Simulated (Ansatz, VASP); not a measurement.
One calculation of TiO2, two programs

INCAR

```
SYSTEM = TiO2
PREC     = Accurate       ! precision mode
ENCUT    = 520            ! plane-wave cutoff, eV
EDIFF    = 1E-7           ! SCF threshold, eV
ISMEAR   = 0              ! smearing method
SIGMA    = 0.02           ! smearing width, eV
LREAL    = .FALSE.        ! projectors in reciprocal space
LASPH    = .TRUE.         ! aspherical terms in the spheres
NELM     = 150            ! most SCF steps
ALGO     = Normal         ! electronic algorithm
ISIF     = 2              ! what is computed and relaxed
LWAVE    = .FALSE.        ! write WAVECAR
LCHARG   = .FALSE.        ! write CHGCAR
LMAXMIX  = 4              ! l up to which the mixer works
LDAU     = .TRUE.         ! DFT+U
LDAUTYPE = 2            
LDAUL    = 2 -1           ! shell
LDAUU    = 4 0            ! U, eV
LDAUJ    = 0 0          
LDAUPRINT= 1            
GGA      = PE             ! functional
NBANDS   = 60             ! bands
```

KPOINTS

```
Automatic mesh
0
G
  6 4 6
  0 0 0
```

Contents of POSCAR:

```
TiO2
1.0
    4.5453143538      0.0000000000      0.0000000000
    0.0000000000      5.5032074459      0.0000000000
    0.0000000000      0.0000000000      4.9271704870
Ti O
4 8
Direct
    0.5000000000      0.6706333521      0.7500000000
    0.0000000000      0.8293666479      0.2500000000
    0.5000000000      0.3293666479      0.2500000000
    0.0000000000      0.1706333521      0.7500000000
    0.7290262914      0.6149433631      0.0803880766
    0.2290262914      0.8850566369      0.9196119234
    0.7709737086      0.8850566369      0.5803880766
    0.2709737086      0.6149433631      0.4196119234
    0.7290262914      0.3850566369      0.5803880766
    0.2290262914      0.1149433631      0.4196119234
    0.7709737086      0.1149433631      0.0803880766
    0.2709737086      0.3850566369      0.9196119234
```

Input for Ansatz:

```yaml
crystal:
  lattice:
    - [4.5453143538, 0.0, 0.0]
    - [0.0, 5.5032074459, 0.0]
    - [0.0, 0.0, 4.927170487]
  atoms:
    - { symbol: Ti, position: [0.5, 0.6706333521, 0.75] }
    - { symbol: Ti, position: [0.0, 0.8293666479, 0.25] }
    - { symbol: Ti, position: [0.5, 0.3293666479, 0.25] }
    - { symbol: Ti, position: [0.0, 0.1706333521, 0.75] }
    - { symbol: O, position: [0.7290262914, 0.6149433631, 0.0803880766] }
    - { symbol: O, position: [0.2290262914, 0.8850566369, 0.9196119234] }
    - { symbol: O, position: [0.7709737086, 0.8850566369, 0.5803880766] }
    - { symbol: O, position: [0.2709737086, 0.6149433631, 0.4196119234] }
    - { symbol: O, position: [0.7290262914, 0.3850566369, 0.5803880766] }
    - { symbol: O, position: [0.2290262914, 0.1149433631, 0.4196119234] }
    - { symbol: O, position: [0.7709737086, 0.1149433631, 0.0803880766] }
    - { symbol: O, position: [0.2709737086, 0.3850566369, 0.9196119234] }
basis:
  ecutwfc: 420
kpoints:
  mp_grid: { grid: [6, 4, 6] }
  band_path: { path: [VBM, CBM], npoints: 2 }
hamiltonian:
  xc: pbe
  hubbard: { sites: [{ species: Ti, l: d, u_eff: 4.0 }] }
scf:
  occupations: { method: gaussian, width: 0.02 }
output:
  forces: true
  stress: true
  eigenvalues: true
checkpoint:
  read: start.run
  write: ck
  compress: false
  write_wavefunctions: false
  write_every: 100000
```

Alike in both runs: task single point; functional PBE; k mesh 6 × 4 × 6; occupations gaussian, width 0.02 eV; no spin polarisation; Hubbard terms Ti d U = 4.0 eV.

|  | VASP | Ansatz |
| --- | --- | --- |
| version | VASP 6.6.1 | Ansatz 0.2.0 |
| potentials or method | VASP PAW PBE potentials, release 64 (Ti_sv, O), cutoff 520 eV | scalar-relativistic, plane waves, PAW |
| valence electrons in the cell | 96 | 96 |

```csv
,VASP,Ansatz,Ansatz less VASP
gap on the k mesh at the Fermi level (eV),3.04,3.00,-0.034
least direct gap on the mesh (eV),3.09,3.07,-0.021
pressure (GPa),11.5,6.7,-4.76
"traceless stress, the component that is largest in VASP (GPa)",-0.80,-0.22,+0.586
rms of the force components (eV/Å),0.113,0.003,-0.1102
```

The programs project onto different local orbitals, so the same U acts differently, and such runs can settle in different states. Atom by atom the forces differ by 0.111 eV/Å (rms over components).
